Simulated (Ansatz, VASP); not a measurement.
**One calculation of MgMnV4O12, two programs**

INCAR

```
SYSTEM = MgMnV4O12
ALGO = Normal ; EDIFF = 1E-8
ENCUT = 520 ; GGA = PE
GGA_COMPAT = .FALSE. ; ISIF = 2
ISMEAR = -1 ; ISPIN = 2
KPAR = 4 ; LASPH = .TRUE.
LCHARG = .FALSE. ; LDAU = .TRUE.
LDAUJ = 0 0 0 0 ; LDAUL = -1 2 -1 -1
LDAUPRINT = 1 ; LDAUTYPE = 2
LDAUU = 0 3.9 0 0 ; LEFG = .TRUE.
LMAXMIX = 4 ; LORBIT = 11
LREAL = .FALSE. ; LWAVE = .FALSE.
MAGMOM = 0 5 0 0 0 0 0 0 0 0 0 0 0 0 0 0 0 0 ; NBANDS = 88
NELM = 200 ; PREC = Accurate
SIGMA = 0.02
```

Contents of KPOINTS:

```
k-points
0
G
  3 3 4
  0 0 0
```

Contents of POSCAR:

```
MgMnV4O12
1.0
    5.3824362059     -4.3477504115      0.0000000000
    5.3824362059      4.3477504115      0.0000000000
   -2.2314627161      0.0000000000      5.5072290708
Mg Mn V O
1 1 4 12
Direct
    0.2584337100      0.7415662900      0.0000000000
    0.0630879900      0.9369120100      0.5000000000
    0.3969708400      0.1930041000      0.0306597600
    0.2064892500      0.3914551200      0.5408715300
    0.8069959000      0.6030291600      0.9693402400
    0.6085448800      0.7935107500      0.4591284700
    0.2484603200      0.9959074900      0.8907074500
    0.6328269100      0.0882869200      0.0581670400
    0.0291009800      0.2371681200      0.4540992700
    0.3449367300      0.3853108200      0.8511325800
    0.9117130800      0.3671730900      0.9418329600
    0.3624551800      0.3320839000      0.3296949400
    0.6146891800      0.6550632700      0.1488674200
    0.1085729500      0.6461757100      0.6011806900
    0.6679161000      0.6375448200      0.6703050600
    0.0040925100      0.7515396800      0.1092925500
    0.3538242900      0.8914270500      0.3988193100
    0.7628318800      0.9708990200      0.5459007300
```

Input for Ansatz:

```yaml
crystal:
  lattice:
    - [5.3824362059, -4.3477504115, 0.0]
    - [5.3824362059, 4.3477504115, 0.0]
    - [-2.2314627161, 0.0, 5.5072290708]
  atoms:
    - { symbol: Mg, position: [0.25843371, 0.74156629, 0.0] }
    - { symbol: Mn, position: [0.06308799, 0.93691201, 0.5], spin: 5.0 }
    - { symbol: V, position: [0.39697084, 0.1930041, 0.03065976] }
    - { symbol: V, position: [0.20648925, 0.39145512, 0.54087153] }
    - { symbol: V, position: [0.8069959, 0.60302916, 0.96934024] }
    - { symbol: V, position: [0.60854488, 0.79351075, 0.45912847] }
    - { symbol: O, position: [0.24846032, 0.99590749, 0.89070745] }
    - { symbol: O, position: [0.63282691, 0.08828692, 0.05816704] }
    - { symbol: O, position: [0.02910098, 0.23716812, 0.45409927] }
    - { symbol: O, position: [0.34493673, 0.38531082, 0.85113258] }
    - { symbol: O, position: [0.91171308, 0.36717309, 0.94183296] }
    - { symbol: O, position: [0.36245518, 0.3320839, 0.32969494] }
    - { symbol: O, position: [0.61468918, 0.65506327, 0.14886742] }
    - { symbol: O, position: [0.10857295, 0.64617571, 0.60118069] }
    - { symbol: O, position: [0.6679161, 0.63754482, 0.67030506] }
    - { symbol: O, position: [0.00409251, 0.75153968, 0.10929255] }
    - { symbol: O, position: [0.35382429, 0.89142705, 0.39881931] }
    - { symbol: O, position: [0.76283188, 0.97089902, 0.54590073] }
magnetization:
  spin_polarized: true
kpoints:
  mp_grid: { grid: [3, 3, 4] }
scf:
  occupations: { method: fermi_dirac, width: 0.02 }
hamiltonian:
  xc: pbe
  pseudopotentials: { kind: paw }
  hubbard: [{ species: Mn, l: d, u_eff: 3.9 }]
output:
  forces: true
  stress: true
  populations: true
  efg:
    quadrupole_moments_barn: { Mg: 0.1994, Mn: 0.33, V: -0.052, O: -0.02558 }
    contact_densities: true
```

Alike in both runs: task electric field gradients; functional PBE; k mesh 3 × 3 × 4; occupations fermi-dirac, width 0.02 eV; collinear spin; Hubbard terms Mn d U = 3.9 eV.

|  | VASP | Ansatz |
| --- | --- | --- |
| version | VASP 6.6.1 | Ansatz 0.2.0 |
| potentials or method | VASP PAW PBE potentials, release 64 (Mg, Mn_pv, V_sv, O) | plane-wave PAW, scalar-relativistic |
| plane-wave cutoff (eV) | 520 | 420 |
| valence electrons in the cell | 139 | 149 |

VASP gave:

| Property | Result |
| --- | --- |
| gap on the k mesh at the Fermi level (eV) | 2.00 |
| pressure (GPa) | -3.3 |
| traceless stress, the component that is largest in VASP (GPa) | -0.31 |
| rms of the force components (eV/Å) | 0.307 |
| net moment per atom (μB) | 0.28 |
| size of the moment on the site where the two differ most (μB) | 4.58 |
| size of Vzz on the site where it differs most (V/Å²) | 36.4 |

Problem. Estimate Ansatz's values.

Solution. gap on the k mesh at the Fermi level (eV): 2.09; pressure (GPa): -3.8; traceless stress, the component that is largest in VASP (GPa): -0.49; rms of the force components (eV/Å): 0.423; net moment per atom (μB): 0.28; size of the moment on the site where the two differ most (μB): 4.17; size of Vzz on the site where it differs most (V/Å²): 39.0.

Site moments also hang on the region over which each program counts them. The programs project onto different local orbitals, so the same U acts differently, and such runs can settle in different states. Atom by atom the forces differ by 0.120 eV/Å (rms over components). VASP's potentials hold 139 valence electrons a cell and Ansatz's 149, so a difference there can come from the potentials and not from the codes.
